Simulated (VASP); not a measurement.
YS3:

```
Y S
1.0
    -2.16146    2.16146    4.82820
     2.16146   -2.16146    4.82820
     2.16146    2.16146   -4.82820
Y S
1 3
Cartesian
  0.0000 0.0000 0.0000
  0.0000 0.0000 4.8282
  2.1615 0.0000 2.4141
  0.0000 2.1615 2.4141
```

- Program: VASP 6.6.1
- Task: relaxation of cell and atoms
- Functional: PBE
- Potentials or basis: VASP PAW PBE potentials, release 64 (Y_sv, S)
- Cutoff: 600 eV
- k mesh: 6 × 6 × 6
- Occupations: gaussian, width 0.1 eV
- Spin: no spin polarisation

At the start: pressure -11.2 GPa; volume 22.56 Å³/atom.

Where does the relaxation end?

Over 12 steps the energy falls by 288.7 meV/atom and the volume is 20.18 Å³/atom (-10.5 %); space group I4/mmm (No. 139, to 0.05 Å).

Step by step:
```
step  energy change (eV)  largest force (eV/Å)  pressure (GPa)  volume (Å³)
   1              0.0000                0.0000          -11.23        90.23
   2             -0.8106                0.0000            3.77        71.04
   3             -0.8252                0.0000            1.26        72.87
   4             -0.9188                0.0000            1.47        73.17
   5             -1.0732                0.0000            3.92        73.53
   6             -1.1340                0.0000           -0.45        78.05
   7             -1.1343                0.0000           -0.78        78.45
   8             -1.1453                0.0000           -0.57        78.89
   9             -1.1538                0.0000            0.46        79.87
  10             -1.1538                0.0000            0.51        79.90
  11             -1.1545                0.0000           -0.23        81.22
  12             -1.1550                0.0000            0.04        80.73
```

Final structure:
```yaml
crystal:
  lattice:
    - [-1.86179, 1.86179, 5.82233]
    - [1.86179, -1.86179, 5.82233]
    - [1.86179, 1.86179, -5.82233]
  atoms:
    - { symbol: Y, position: [0.00000, 0.00000, 0.00000] }
    - { symbol: S, position: [0.50000, 0.50000, 0.00000] }
    - { symbol: S, position: [0.25000, 0.75000, 0.50000] }
    - { symbol: S, position: [0.75000, 0.25000, 0.50000] }
```
